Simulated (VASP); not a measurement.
# Hf (P6_3/mmc) in VASP: a series of runs

Hf is run at these levels: PBEsol; tasks: relaxation of shape and atoms at fixed volume.

Program: VASP 6.6.1. These are calculated values, not measurements. Logs are shortened: lines on timing, memory, paths and dates and some standing lists are left out, and cuts for length are marked.

**1. The cell of the first run**

The structure is hexagonal, space group P6_3/mmc (No. 194). The conventional cell has a = 3.221 Å, b = 3.221 Å, c = 5.098 Å, α = 90.00°, β = 90.00°, γ = 120.00°. Hf (site symmetry -6m2) has 12 Hf at 3.16 to 3.22 Å within 4.2 Å.

**2. Relaxation of shape and atoms at fixed volume, PBEsol (22.90 Å³/atom)**

INCAR reads:

```
  ALGO = Fast
  EDIFF = 1E-6
  EDIFFG = -0.01
  ENCUT = 600
  GGA = PS
  IBRION = 2
  ISIF = 4
  ISMEAR = 0
  LASPH = True
  LCHARG = False
  LREAL = False
  LWAVE = False
  NELM = 100
  NSW = 50
  PREC = Accurate
  SIGMA = 0.1
```

KPOINTS reads:

```
k-points
0
Gamma
  18 18 8
```

POSCAR reads:

```
Hf
1.0
    3.2206236868      0.0000000000      0.0000000000
   -1.6103118434      2.7891419288      0.0000000000
    0.0000000000      0.0000000000      5.0981408465
Hf
2
Direct
    0.3333333333      0.6666666667      0.2500000000
    0.6666666667      0.3333333333      0.7500000000
```

Potentials or basis: VASP PAW PBE potentials, release 64 (Hf_pv).

On the command line:

```sh
> cat potpaw_PBE.64/Hf_pv/POTCAR > POTCAR
> mpirun -np 1 vasp_std > vasp.out
```

OUTCAR:

```text
EDIFF = 1E-6
   EDIFFG = -0.01
   ENCUT = 600
   GGA = PS
   IBRION = 2
   ISIF = 4
   ISMEAR = 0
   LASPH = True
   LREAL = False
   NELM = 100
   NSW = 50
   PREC = Accurate

 ion  position               nearest neighbor table
   1  0.333  0.667  0.250-   2 3.16   2 3.16   2 3.16   2 3.16   2 3.16   2 3.16
   2  0.667  0.333  0.750-   1 3.16   1 3.16   1 3.16   1 3.16   1 3.16   1 3.16

  LATTYP: Found a hexagonal cell.
 ALAT       =     3.2206236868
 C/A-ratio  =     1.5829669475

  Lattice vectors:

 A1 = (   3.2206236868,   0.0000000000,   0.0000000000)
 A2 = (  -1.6103118434,   2.7891419288,   0.0000000000)
 A3 = (   0.0000000000,   0.0000000000,   5.0981408465)

Analysis of symmetry for initial positions (statically):
=====================================================================
 Subroutine PRICEL returns:
 Original cell was already a primitive cell.

 Routine SETGRP: Setting up the symmetry group for a
 hexagonal supercell.

 Subroutine GETGRP returns: Found 24 space group operations
 (whereof 12 operations were pure point group operations)
 out of a pool of 24 trial point group operations.

The static configuration has the point symmetry D_3d.
 The point group associated with its full space group is D_6h.

Analysis of symmetry for dynamics (positions and initial velocities):
=====================================================================
 Subroutine PRICEL returns:
 Original cell was already a primitive cell.

 Routine SETGRP: Setting up the symmetry group for a
 hexagonal supercell.

 Subroutine GETGRP returns: Found 24 space group operations
 (whereof 12 operations were pure point group operations)
 out of a pool of 24 trial point group operations.

The dynamic configuration has the point symmetry D_3d.
 The point group associated with its full space group is D_6h.

 Subroutine INISYM returns: Found 24 space group operations
 (whereof 12 operations are pure point group operations),
 and found     1 'primitive' translations

----------------------------------------------------------------------------------------

                                     Primitive cell

  volume of cell :      45.7955

  direct lattice vectors                    reciprocal lattice vectors
     3.220623687  0.000000000  0.000000000     0.310498865  0.179266603  0.000000000
    -1.610311843  2.789141929  0.000000000     0.000000000  0.358533207  0.000000000
     0.000000000  0.000000000  5.098140846     0.000000000  0.000000000  0.196149936

  length of vectors
     3.220623687  3.220623687  5.098140846     0.358533207  0.358533207  0.196149936

  position of ions in fractional coordinates (direct lattice)
     0.333333333  0.666666667  0.250000000
     0.666666667  0.333333333  0.750000000

  ion indices of the primitive-cell ions
   primitive index   ion index
                 1           1
                 2           2

----------------------------------------------------------------------------------------

 KPOINTS: k-points

Automatic generation of k-mesh.
 Grid dimensions read from file:
 generate k-points for:   18   18    8

 Generating k-lattice:

  Cartesian coordinates                     Fractional coordinates (reciprocal lattice)
     0.017249937  0.009959256  0.000000000     0.055555556  0.000000000  0.000000000
     0.000000000  0.019918511  0.000000000     0.000000000  0.055555556  0.000000000
     0.000000000  0.000000000  0.024518742     0.000000000  0.000000000  0.125000000

  Length of vectors
     0.019918511  0.019918511  0.024518742

  Shift w.r.t. Gamma in fractional coordinates (k-lattice)
     0.000000000  0.000000000  0.000000000

 Subroutine IBZKPT returns following result:
 ===========================================

 Found    185 irreducible k-points:

 Following reciprocal coordinates:
            Coordinates               Weight
  0.000000  0.000000  0.000000      1.000000
  0.055556 -0.000000  0.000000      6.000000
  0.111111 -0.000000  0.000000      6.000000
  0.166667  0.000000  0.000000      6.000000
  0.222222  0.000000  0.000000      6.000000
  0.277778 -0.000000  0.000000      6.000000
[... 16 lines left out ...]
  0.333333  0.111111  0.000000     12.000000
  0.388889  0.111111  0.000000     12.000000
 [... further k-points ...]
   k-points           NKPTS =    185   k-points in BZ     NKDIM =    185   number of bands    NBANDS=     14
   number of dos      NEDOS =    301   number of ions     NIONS =      2
   total plane-waves  NPLWV =  32928
   dimension x,y,z NGX =    28 NGY =   28 NGZ =   42
   dimension x,y,z NGXF=    56 NGYF=   56 NGZF=   84
   ions per type =               2
   NGX,Y,Z   is equivalent  to a cutoff of  14.45, 14.45, 13.70 a.u.
   NGXF,Y,Z  is equivalent  to a cutoff of  28.91, 28.91, 27.39 a.u.
 SYSTEM =  unknown system
   PREC   = accura    normal or accurate (medium, high low for compatibility)
   ISTART =      0    job   : 0-new  1-cont  2-samecut
   ICHARG =      2    charge: 1-file 2-atom 10-const
   ISPIN  =      1    spin polarized calculation?
   LNONCOLLINEAR =      F non collinear calculations
   LSORBIT =      F    spin-orbit coupling
   LASPH  =      T    aspherical Exc in radial PAW
   ENCUT  =  600.0 eV  44.10 Ry    6.64 a.u.   6.43  6.43 10.18*2*pi/ulx,y,z
   NELM   =    100;   NELMIN=  2; NELMDL= -5     # of ELM steps
   EDIFF  = 0.1E-05   stopping-criterion for ELM
   LREAL  =      F    real-space projection
   EDIFFG = -.1E-01   stopping-criterion for IOM
   NSW    =     50    number of steps for IOM
   IBRION =      2    ionic relax: 0-MD 1-quasi-New 2-CG
   NFREE  =      1    steps in history (QN), initial steepest desc. (CG)
   ISIF   =      4    stress and relaxation
   ISYM   =      2    0-nonsym 1-usesym 2-fastsym
   POTIM  = 0.5000    time-step for ionic-motion
   TEBEG  =    0.0;   TEEND  =   0.0 temperature during run
   PSTRESS=    0.0 pullay stress
   NELECT =      20.0000    total number of electrons
   NUPDOWN=      -1.0000    fix difference up-down
   EMIN   =  10.00;   EMAX   =-10.00  energy-range for DOS
   EFERMI =   0.00;   METHOD = LEGACY
   ISMEAR =     0;   SIGMA  =   0.10  broadening in eV -4-tet -1-fermi 0-gaus
   EFERMI_NEDOS =   21; number of points for ismear=-14 and -15
   IALGO  =     68    algorithm
   IMIX   =      4    mixing-type and parameters
     AMIX     =   0.40;   BMIX     =  1.00
     AMIX_MAG =   1.60;   BMIX_MAG =  1.00
  volume/ion in A,a.u.               =      22.90       154.52
  Fermi-wavevector in a.u.,A,eV,Ry     =   1.242064  2.347161 20.990025  1.542723
  Thomas-Fermi vector in A             =   2.376435
   LORBIT       =      0    0 simple, 1 ext, 2 COOP (PROOUT), +10 PAW based schemes
   GGA     = PS    functional components
   LHFCALC =     F    Hartree Fock is set to
   AEXX    =    0.0000 exact exchange contribution
   IVDW    =     0    specifies the selected vdW correction
   LEPSILON=     F    determine dielectric tensor
   LRPA    =     F    only Hartree local field effects (RPA)
 conjugate gradient relaxation of ions
 non-spin polarized calculation
 RMM-DIIS sequential band-by-band and
 Gauss-broadening in eV      SIGMA  =   0.10
  energy-cutoff  :      600.00
  volume of cell :       45.80
 maximum number of plane-waves:      1558
 NGX is ok and might be reduce to    28
   NGX = 13   NGY = 13   NGZ = 21

--------------------------------------- Ionic step        1  -------------------------------------------

 number of electron      20.0000002 magnetization

 Free energy of the ion-electron system (eV)
  ---------------------------------------------------
  ext. energy  EPLUGINS =         0.00000000
  ---------------------------------------------------
  free energy    TOTEN  =       -20.95474454 eV

  energy without entropy =      -20.94752006  energy(sigma->0) =      -20.95113230

------------------------ aborting loop because EDIFF is reached ----------------------------------------

  FORCE on cell =-STRESS in cart. coord.  units (eV):
  Direction    XX          YY          ZZ          XY          YZ          ZX
  --------------------------------------------------------------------------------------
  -------------------------------------------------------------------------------------
  Total       -1.7741112     -1.7741112     -1.8767669      0.0000000      0.0000000      0.0000000
  in kB      -62.0681779    -62.0681779    -65.6596408      0.0000000      0.0000000      0.0000000
  external PRESSURE =     -63.2653322 kB  Pullay stress =       0.0000000 kB

 VOLUME and BASIS-vectors are now :
 -----------------------------------------------------------------------------
  energy-cutoff  :      600.00
  volume of cell :       45.80
      direct lattice vectors                 reciprocal lattice vectors
     3.220623687  0.000000000  0.000000000     0.310498865  0.179266603  0.000000000
    -1.610311843  2.789141929  0.000000000     0.000000000  0.358533207  0.000000000
     0.000000000  0.000000000  5.098140846     0.000000000  0.000000000  0.196149936

 POSITION                                       TOTAL-FORCE (eV/Angst)
 -----------------------------------------------------------------------------------
     -0.00000      1.85943      1.27454        -0.000000      0.000000      0.000000
      1.61031      0.92971      3.82361         0.000000     -0.000000      0.000000
 -----------------------------------------------------------------------------------
    total drift:                               -0.000000      0.000000     -0.000000

  FREE ENERGIE OF THE ION-ELECTRON SYSTEM (eV)
  ---------------------------------------------------
  free  energy   TOTEN  =       -20.9547445416 eV

  energy  without entropy=      -20.9475200635  energy(sigma->0) =      -20.95113230

--------------------------------------- Ionic step        2  -------------------------------------------

 number of electron      20.0000001 magnetization

 Free energy of the ion-electron system (eV)
  ---------------------------------------------------
  ext. energy  EPLUGINS =         0.00000000
  ---------------------------------------------------
  free energy    TOTEN  =       -20.95484859 eV

  energy without entropy =      -20.94760791  energy(sigma->0) =      -20.95122825

 E-fermi :   4.6109     XC(G=0): -11.2852

 val. band max:        4.6077864716   @ k =   0.2222   0.2222   0.5000
 cond. band min:       4.6253953944   @ k =   0.3333   0.2778   0.2500
 fundamental gap:      0.0176089228
 Fermi energy:         4.6109209512

 k-point     1 :       0.0000    0.0000    0.0000
  band No.  band energies     occupation
      1     -26.4534      2.00000
      2     -25.7603      2.00000
      3     -25.7603      2.00000
      4     -25.6427      2.00000
      5     -25.6394      2.00000
      6     -25.6394      2.00000
      7      -2.7061      2.00000
      8       0.9604      2.00000
      9       5.2087      0.00000
     10       5.7567      0.00000
     11       5.7567      0.00000
     12       6.0462      0.00000
     13       6.5551      0.00000
     14       6.5552      0.00000

 k-point     2 :       0.0556   -0.0000    0.0000
  band No.  band energies     occupation
      1     -26.4460      2.00000
      2     -25.7761      2.00000
      3     -25.7657      2.00000
      4     -25.6561      2.00000
      5     -25.6462      2.00000
      6     -25.6415      2.00000
      7      -2.6147      2.00000
      8       1.0513      2.00000
      9       5.0872      0.00000
     10       5.4832      0.00000
[... 362 lines left out ...]
 k-point    24 :       0.3889    0.1111    0.0000
  band No.  band energies     occupation
      1     -26.2522      2.00000
      2     -26.1214      2.00000
      3     -26.1136      2.00000
      4     -25.9483      2.00000
      5     -25.8486      2.00000
      6     -25.7598      2.00000
      7       1.3328      2.00000
      8       2.2917      2.00000
      9       2.5360      2.00000
     10       3.6428      2.00000
     11       5.1797      0.00000
     12       5.4714      0.00000
     13       6.1691      0.00000
     14       9.5597      0.00000

 [... further k-points ...]

------------------------ aborting loop because EDIFF is reached ----------------------------------------

  FORCE on cell =-STRESS in cart. coord.  units (eV):
  Direction    XX          YY          ZZ          XY          YZ          ZX
  --------------------------------------------------------------------------------------
  -------------------------------------------------------------------------------------
  Total       -1.8077120     -1.8077120     -1.8310815      0.0000000      0.0000000      0.0000000
  in kB      -63.2437176    -63.2437176    -64.0613116      0.0000000      0.0000000      0.0000000
  external PRESSURE =     -63.5162489 kB  Pullay stress =       0.0000000 kB

 VOLUME and BASIS-vectors are now :
 -----------------------------------------------------------------------------
  energy-cutoff  :      600.00
  volume of cell :       45.80
      direct lattice vectors                 reciprocal lattice vectors
     3.223284179  0.000000000  0.000000000     0.310242580  0.179118637 -0.000000000
    -1.611642089  2.791445982  0.000000000     0.000000000  0.358237274 -0.000000000
     0.000000000  0.000000000  5.089728330    -0.000000000 -0.000000000  0.196474141

 POSITION                                       TOTAL-FORCE (eV/Angst)
 -----------------------------------------------------------------------------------
     -0.00000      1.86096      1.27243         0.000000      0.000000      0.000000
      1.61164      0.93048      3.81730        -0.000000     -0.000000      0.000000
 -----------------------------------------------------------------------------------
    total drift:                               -0.000000      0.000000     -0.000000

  FREE ENERGIE OF THE ION-ELECTRON SYSTEM (eV)
  ---------------------------------------------------
  free  energy   TOTEN  =       -20.9548485909 eV

  energy  without entropy=      -20.9476079078  energy(sigma->0) =      -20.95122825

 reached required accuracy - stopping structural energy minimisation
```

It took 3.2 min on 1 thread of Intel Xeon Platinum 8375C at 2.90GHz (Ice Lake), shared host; peak memory 0.28 GiB.

What came out:

```
Free energy               : -20.9548 eV
Energy gained by relaxing : 0.1 meV/atom
Ionic steps               : 2
Pressure after relaxing   : -6.4 GPa
Band gap on the k mesh    : zero (bands 10 and 11 overlap by 1.57 eV)
```

Step by step:
| step | energy change (eV) | largest force (eV/Å) | pressure (GPa) | volume (Å³) |
| --- | --- | --- | --- | --- |
| 1 | 0.0000 | 0.0000 | -6.33 | 45.80 |
| 2 | -0.0001 | 0.0000 | -6.35 | 45.80 |

Final structure:
```
Hf
1.0
     3.22328    0.00000    0.00000
    -1.61164    2.79145    0.00000
     0.00000    0.00000    5.08973
Hf
2
Direct
  0.33333 0.66667 0.25000
  0.66667 0.33333 0.75000
```

Caveat: the PAW data sets were made with another functional, which shifts forces and pressure a little; spin-orbit coupling is left out, which moves the levels of the heavy elements.

**3. Relaxation of shape and atoms at fixed volume, PBEsol (23.76 Å³/atom)**

This run uses another cell than the first one, of 23.76 Å³/atom.

INCAR reads:

```
PREC = Accurate
ENCUT = 600
EDIFF = 1E-6
ISMEAR = 0
SIGMA = 0.1
LREAL = F
LASPH = T
NELM = 60
ALGO = Fast
ISIF = 4
LWAVE = F
LCHARG = F
GGA = PS
IBRION = 2
NSW = 50
EDIFFG = -0.01
```

KPOINTS reads:

```
regular mesh
0
Gamma
  18 18 8
```

POSCAR reads:

```
Hf
1.0
    3.2638860179      0.0000000000      0.0000000000
   -1.6319430090      2.8266082066      0.0000000000
    0.0000000000      0.0000000000      5.1512027894
Hf
2
Direct
    0.3333333333      0.6666666667      0.2500000000
    0.6666666667      0.3333333333      0.7500000000
```

Potentials or basis: VASP PAW PBE potentials, release 64 (Hf_pv).

On the command line:

```sh
> cat potpaw_PBE.64/Hf_pv/POTCAR > POTCAR
> mpirun -np 1 vasp_std > vasp.out
```

Wall time 3.2 min (1 thread of Intel Xeon Platinum 8375C at 2.90GHz (Ice Lake), shared host); peak memory 0.29 GiB.

Results (log left out):

```
Free energy               : -20.8688 eV
Energy gained by relaxing : 0.0 meV/atom
Ionic steps               : 2
Pressure after relaxing   : -9.5 GPa
Band gap on the k mesh    : zero (bands 10 and 11 overlap by 1.56 eV)
```

Final structure:
```
Hf
1.0
     3.26535    0.00000    0.00000
    -1.63268    2.82788    0.00000
     0.00000    0.00000    5.14657
Hf
2
Direct
  0.33333 0.66667 0.25000
  0.66667 0.33333 0.75000
```

Levels at points of the mesh, in eV from the Fermi level:
| k point | band 8 | band 9 | band 10 | band 11 | band 12 | band 13 |
| --- | --- | --- | --- | --- | --- | --- |
| (0.00, 0.00, 0.00) | -3.53 | 0.50 | 1.13 | 1.13 | 1.43 | 1.90 |
| (0.50, 0.00, 0.00) | -2.55 | -2.05 | -0.89 | 0.75 | 0.81 | 1.58 |
| (0.00, 0.00, 0.50) | -5.30 | 0.17 | 0.17 | 1.02 | 1.02 | 1.02 |
| (0.50, 0.00, 0.50) | -3.23 | -0.89 | -0.89 | 1.00 | 1.00 | 2.48 |

Caveat: the PAW data sets were made with another functional, which shifts forces and pressure a little; spin-orbit coupling is left out, which moves the levels of the heavy elements.
